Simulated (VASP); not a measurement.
# C (Fd-3m) in VASP: further runs

Runs on C. Level: RPBE. Tasks: single point.

All numbers are computed with VASP 6.6.1; they aren't measurements. Logs are shortened: lines on timing, memory, paths and dates and some standing lists are left out, and cuts for length are marked.

## 1. The cell of the first run

It takes space group Fd-3m (No. 227, cubic). The conventional cell has a = 3.490 Å, b = 3.490 Å, c = 3.490 Å, α = 90.00°, β = 90.00°, γ = 90.00°. Within 2.0 Å of C (site symmetry -43m) lie 4 C at 1.51 Å.

## 2. Single point, RPBE (volume scaled by 0.92)

Input file INCAR:

```
ALGO = Normal
EDIFF = 1E-7
ENCUT = 520
GGA = RP
ISIF = 2
ISMEAR = -1
LASPH = True
LCHARG = False
LREAL = False
LWAVE = False
NBANDS = 11
NELM = 80
PREC = Accurate
SIGMA = 0.05
```

Input file KPOINTS:

```
k-points
0
Gamma
  13 13 13
```

Input file POSCAR:

```
C
1.0
    0.0000000000      1.7451418919      1.7451418919
    1.7451418919      0.0000000000      1.7451418919
    1.7451418919      1.7451418919      0.0000000000
C
2
Direct
    0.5000000000      0.5000000000      0.5000000000
    0.7500000000      0.7500000000      0.7500000000
```

Potentials or basis: VASP PAW PBE potentials, release 64 (C).

The run is started by

```bash
$ cat potpaw_PBE.64/C/POTCAR > POTCAR
$ mpirun -np 1 vasp_std > vasp.out
```

OUTCAR:

```text
EDIFF = 1E-7
   ENCUT = 520
   GGA = RP
   ISIF = 2
   ISMEAR = -1
   LASPH = True
   LREAL = False
   NELM = 80
   PREC = Accurate

 ion  position               nearest neighbor table
   1  0.500  0.500  0.500-   2 1.51   2 1.51   2 1.51   2 1.51
   2  0.750  0.750  0.750-   1 1.51   1 1.51   1 1.51   1 1.51

  LATTYP: Found a face centered cubic cell.
 ALAT       =     3.4902837838

  Lattice vectors:

 A1 = (   0.0000000000,   1.7451418919,   1.7451418919)
 A2 = (   1.7451418919,   0.0000000000,   1.7451418919)
 A3 = (   1.7451418919,   1.7451418919,   0.0000000000)

Analysis of symmetry for initial positions (statically):
=====================================================================
 Subroutine PRICEL returns:
 Original cell was already a primitive cell.

 Routine SETGRP: Setting up the symmetry group for a
 face centered cubic supercell.

 Subroutine GETGRP returns: Found 48 space group operations
 (whereof 24 operations were pure point group operations)
 out of a pool of 48 trial point group operations.

The static configuration has the point symmetry T_d .
 The point group associated with its full space group is O_h .

Analysis of symmetry for dynamics (positions and initial velocities):
=====================================================================
 Subroutine PRICEL returns:
 Original cell was already a primitive cell.

 Routine SETGRP: Setting up the symmetry group for a
 face centered cubic supercell.

 Subroutine GETGRP returns: Found 48 space group operations
 (whereof 24 operations were pure point group operations)
 out of a pool of 48 trial point group operations.

The dynamic configuration has the point symmetry T_d .
 The point group associated with its full space group is O_h .

 Subroutine INISYM returns: Found 48 space group operations
 (whereof 24 operations are pure point group operations),
 and found     1 'primitive' translations

----------------------------------------------------------------------------------------

                                     Primitive cell

  volume of cell :      10.6297

  direct lattice vectors                    reciprocal lattice vectors
     0.000000000  1.745141892  1.745141892    -0.286509654  0.286509654  0.286509654
     1.745141892  0.000000000  1.745141892     0.286509654 -0.286509654  0.286509654
     1.745141892  1.745141892  0.000000000     0.286509654  0.286509654 -0.286509654

  length of vectors
     2.468003332  2.468003332  2.468003332     0.496249278  0.496249278  0.496249278

  position of ions in fractional coordinates (direct lattice)
     0.500000000  0.500000000  0.500000000
     0.750000000  0.750000000  0.750000000

  ion indices of the primitive-cell ions
   primitive index   ion index
                 1           1
                 2           2

----------------------------------------------------------------------------------------

 KPOINTS: k-points

Automatic generation of k-mesh.
 Grid dimensions read from file:
 generate k-points for:   13   13   13

 Generating k-lattice:

  Cartesian coordinates                     Fractional coordinates (reciprocal lattice)
    -0.022039204  0.022039204  0.022039204     0.076923077  0.000000000  0.000000000
     0.022039204 -0.022039204  0.022039204     0.000000000  0.076923077  0.000000000
     0.022039204  0.022039204 -0.022039204     0.000000000  0.000000000  0.076923077

  Length of vectors
     0.038173021  0.038173021  0.038173021

  Shift w.r.t. Gamma in fractional coordinates (k-lattice)
     0.000000000  0.000000000  0.000000000

 Subroutine IBZKPT returns following result:
 ===========================================

 Found     84 irreducible k-points:

 Following reciprocal coordinates:
            Coordinates               Weight
  0.000000  0.000000  0.000000      1.000000
  0.076923  0.000000  0.000000      8.000000
  0.153846  0.000000  0.000000      8.000000
  0.230769  0.000000  0.000000      8.000000
  0.307692  0.000000  0.000000      8.000000
  0.384615  0.000000  0.000000      8.000000
[... 16 lines left out ...]
  0.384615  0.153846  0.000000     24.000000
  0.461538  0.153846  0.000000     24.000000
 [... further k-points ...]
   k-points           NKPTS =     84   k-points in BZ     NKDIM =     84   number of bands    NBANDS=     11
   number of dos      NEDOS =    301   number of ions     NIONS =      2
   total plane-waves  NPLWV =   5832
   dimension x,y,z NGX =    18 NGY =   18 NGZ =   18
   dimension x,y,z NGXF=    36 NGYF=   36 NGZF=   36
   ions per type =               2
   NGX,Y,Z   is equivalent  to a cutoff of  12.12, 12.12, 12.12 a.u.
   NGXF,Y,Z  is equivalent  to a cutoff of  24.25, 24.25, 24.25 a.u.
 SYSTEM =  unknown system
   PREC   = accura    normal or accurate (medium, high low for compatibility)
   ISTART =      0    job   : 0-new  1-cont  2-samecut
   ICHARG =      2    charge: 1-file 2-atom 10-const
   ISPIN  =      1    spin polarized calculation?
   LNONCOLLINEAR =      F non collinear calculations
   LSORBIT =      F    spin-orbit coupling
   LASPH  =      T    aspherical Exc in radial PAW
   ENCUT  =  520.0 eV  38.22 Ry    6.18 a.u.   4.59  4.59  4.59*2*pi/ulx,y,z
   NELM   =     80;   NELMIN=  2; NELMDL= -5     # of ELM steps
   EDIFF  = 0.1E-06   stopping-criterion for ELM
   LREAL  =      F    real-space projection
   EDIFFG = 0.1E-05   stopping-criterion for IOM
   NSW    =      0    number of steps for IOM
   IBRION =     -1    ionic relax: 0-MD 1-quasi-New 2-CG
   NFREE  =      0    steps in history (QN), initial steepest desc. (CG)
   ISIF   =      2    stress and relaxation
   ISYM   =      2    0-nonsym 1-usesym 2-fastsym
   POTIM  = 0.5000    time-step for ionic-motion
   TEBEG  =    0.0;   TEEND  =   0.0 temperature during run
   PSTRESS=    0.0 pullay stress
   NELECT =       8.0000    total number of electrons
   NUPDOWN=      -1.0000    fix difference up-down
   EMIN   =  10.00;   EMAX   =-10.00  energy-range for DOS
   EFERMI =   0.00;   METHOD = LEGACY
   ISMEAR =    -1;   SIGMA  =   0.05  broadening in eV -4-tet -1-fermi 0-gaus
   EFERMI_NEDOS =   21; number of points for ismear=-14 and -15
   IALGO  =     38    algorithm
   IMIX   =      4    mixing-type and parameters
     AMIX     =   0.40;   BMIX     =  1.00
     AMIX_MAG =   1.60;   BMIX_MAG =  1.00
  volume/ion in A,a.u.               =       5.31        35.87
  Fermi-wavevector in a.u.,A,eV,Ry     =   1.489124  2.814036 30.170771  2.217489
  Thomas-Fermi vector in A             =   2.602072
   LORBIT       =      0    0 simple, 1 ext, 2 COOP (PROOUT), +10 PAW based schemes
   GGA     = RP    functional components
   LHFCALC =     F    Hartree Fock is set to
   AEXX    =    0.0000 exact exchange contribution
   IVDW    =     0    specifies the selected vdW correction
   LEPSILON=     F    determine dielectric tensor
   LRPA    =     F    only Hartree local field effects (RPA)
 non-spin polarized calculation
  energy-cutoff  :      520.00
  volume of cell :       10.63
 maximum number of plane-waves:       298
   NGX =  9   NGY =  9   NGZ =  9

 number of electron       8.0000001 magnetization

 Free energy of the ion-electron system (eV)
  ---------------------------------------------------
  ext. energy  EPLUGINS =         0.00000000
  ---------------------------------------------------
  free energy    TOTEN  =       -17.11956098 eV

  energy without entropy =      -17.11956098  energy(sigma->0) =      -17.11956098

 E-fermi :  11.7816     XC(G=0): -13.5030

 val. band max:       10.8158018364   @ k =   0.0000   0.0000   0.0000
 cond. band min:      15.0866209040   @ k =   0.3846   0.3846   0.0000
 fundamental gap:      4.2708190676
 Fermi energy:        11.7816063207

 k-point     1 :       0.0000    0.0000    0.0000
  band No.  band energies     occupation
      1     -11.6364      2.00000
      2      10.8158      2.00000
      3      10.8158      2.00000
      4      10.8158      2.00000
      5      16.5864      0.00000
      6      16.5864      0.00000
      7      16.5864      0.00000
      8      25.6138      0.00000
      9      31.0660      0.00000
     10      37.9709      0.00000
     11      37.9709      0.00000

 k-point     2 :       0.0769    0.0000    0.0000
  band No.  band energies     occupation
      1     -11.4649      2.00000
      2       9.6836      2.00000
      3      10.5146      2.00000
      4      10.5146      2.00000
      5      16.9811      0.00000
      6      16.9811      0.00000
      7      17.2879      0.00000
      8      25.7204      0.00000
      9      31.3522      0.00000
     10      35.9512      0.00000
     11      35.9512      0.00000

 k-point     3 :       0.1538    0.0000    0.0000
  band No.  band energies     occupation
      1     -10.9522      2.00000
      2       7.2924      2.00000
      3       9.8403      2.00000
      4       9.8403      2.00000
      5      17.8678      0.00000
      6      17.8678      0.00000
      7      18.4565      0.00000
      8      26.0230      0.00000
      9      31.9847      0.00000
     10      34.2953      0.00000
     11      34.2953      0.00000

 k-point     4 :       0.2308    0.0000    0.0000
  band No.  band energies     occupation
      1     -10.1035      2.00000
      2       4.5621      2.00000
      3       9.1151      2.00000
      4       9.1151      2.00000
      5      18.7484      0.00000
      6      18.7484      0.00000
      7      19.3751      0.00000
      8      26.4502      0.00000
      9      32.4632      0.00000
     10      33.6832      0.00000
     11      33.6832      0.00000
[... 239 lines left out ...]
 k-point    22 :       0.3077    0.1538    0.0000
  band No.  band energies     occupation
      1      -9.1496      2.00000
      2       3.8941      2.00000
      3       6.9948      2.00000
      4       7.7047      2.00000
      5      17.0094      0.00000
      6      21.7908      0.00000
      7      21.8133      0.00000
      8      23.4978      0.00000
      9      32.5319      0.00000
     10      33.4286      0.00000
     11      38.1495      0.00000

 k-point    23 :       0.3846    0.1538    0.0000
  band No.  band energies     occupation
      1      -7.8847      2.00000
      2       1.3576      2.00000
      3       6.6843      2.00000
      4       6.8876      2.00000
      5      17.7149      0.00000
      6      22.0406      0.00000
      7      22.2855      0.00000
      8      24.0689      0.00000
      9      33.0064      0.00000
     10      33.9862      0.00000
     11      38.6572      0.00000

 k-point    24 :       0.4615    0.1538    0.0000
  band No.  band energies     occupation
      1      -6.3638      2.00000
      2      -1.0096      2.00000
      3       6.1460      2.00000
      4       6.6468      2.00000
      5      18.1462      0.00000
      6      21.8723      0.00000
      7      22.5253      0.00000
      8      25.4198      0.00000
      9      32.3506      0.00000
     10      35.4332      0.00000
     11      38.8763      0.00000

 [... further k-points ...]
[... 5 lines left out ...]
  --------------------------------------------------------------------------------------
  -------------------------------------------------------------------------------------
  Total        2.7511111      2.7511111      2.7511111      0.0000000      0.0000000     -0.0000000
  in kB      414.6641477    414.6641477    414.6641477      0.0000000      0.0000000     -0.0000000
  external PRESSURE =     414.6641477 kB  Pullay stress =       0.0000000 kB

 VOLUME and BASIS-vectors are now :
 -----------------------------------------------------------------------------
  energy-cutoff  :      520.00
  volume of cell :       10.63
      direct lattice vectors                 reciprocal lattice vectors
     0.000000000  1.745141892  1.745141892    -0.286509654  0.286509654  0.286509654
     1.745141892  0.000000000  1.745141892     0.286509654 -0.286509654  0.286509654
     1.745141892  1.745141892  0.000000000     0.286509654  0.286509654 -0.286509654

 POSITION                                       TOTAL-FORCE (eV/Angst)
 -----------------------------------------------------------------------------------
      1.74514      1.74514      1.74514        -0.000000      0.000000      0.000000
      2.61771      2.61771      2.61771         0.000000     -0.000000     -0.000000
 -----------------------------------------------------------------------------------
    total drift:                                0.000000     -0.000000      0.000000

  FREE ENERGIE OF THE ION-ELECTRON SYSTEM (eV)
  ---------------------------------------------------
  free  energy   TOTEN  =       -17.1195609754 eV

  energy  without entropy=      -17.1195609753  energy(sigma->0) =      -17.11956098
```

Wall time 11 s (1 thread of AMD EPYC 7R13, shared host); peak memory 0.09 GiB.

Results:

```
Free energy            : -17.1196 eV
Pressure               : 41.5 GPa
Band gap on the k mesh : 4.27 eV, indirect (least direct gap 5.77 eV)
```

Levels at points of the mesh, in eV from the valence-band top:
```tsv
k point	band 2	band 3	band 4	band 5	band 6	band 7
(0.00, 0.00, 0.00)	0.00	0.00	0.00	5.77	5.77	5.77
```

Caveat: the PAW data sets were made with another functional, which shifts forces and pressure a little.

## 3. Single point, RPBE (volume scaled by 0.96)

Input file INCAR:

```
SYSTEM = C
PREC = Accurate ; ENCUT = 520
EDIFF = 1E-6 ; ISMEAR = -1
SIGMA = 0.05 ; LREAL = .False.
LASPH = .True. ; NELM = 60
ALGO = Normal ; ISIF = 2
LWAVE = .False. ; LCHARG = .False.
GGA = RP ; NBANDS = 11
```

Input file KPOINTS:

```
Automatic mesh
0
Gamma
  13 13 13
  0 0 0
```

Input file POSCAR:

```
C
1.0
    0.0000000000      1.7700758591      1.7700758591
    1.7700758591      0.0000000000      1.7700758591
    1.7700758591      1.7700758591      0.0000000000
C
2
Direct
    0.5000000000      0.5000000000      0.5000000000
    0.7500000000      0.7500000000      0.7500000000
```

Potentials or basis: VASP PAW PBE potentials, release 64 (C).

The run is started by

```bash
$ cat potpaw_PBE.64/C/POTCAR > POTCAR
$ mpirun -np 1 vasp_std > vasp.out
```

It took 11 s on 1 thread of AMD EPYC 7R13, shared host; peak memory 0.09 GiB.

It converged, with:

| Item | Value |
| --- | --- |
| Free energy | -17.2066 eV |
| Pressure | 19.0 GPa |
| Band gap on the k mesh | 4.18 eV, indirect (least direct gap 5.65 eV) |

Levels at points of the mesh, in eV from the valence-band top:
| k point | band 1 | band 2 | band 3 | band 4 | band 5 | band 6 | band 7 | band 8 | band 9 |
| --- | --- | --- | --- | --- | --- | --- | --- | --- | --- |
| (0.00, 0.00, 0.00) | -21.86 | 0.00 | 0.00 | 0.00 | 5.65 | 5.65 | 5.65 | 13.79 | 19.69 |

Caveat: the PAW data sets were made with another functional, which shifts forces and pressure a little.
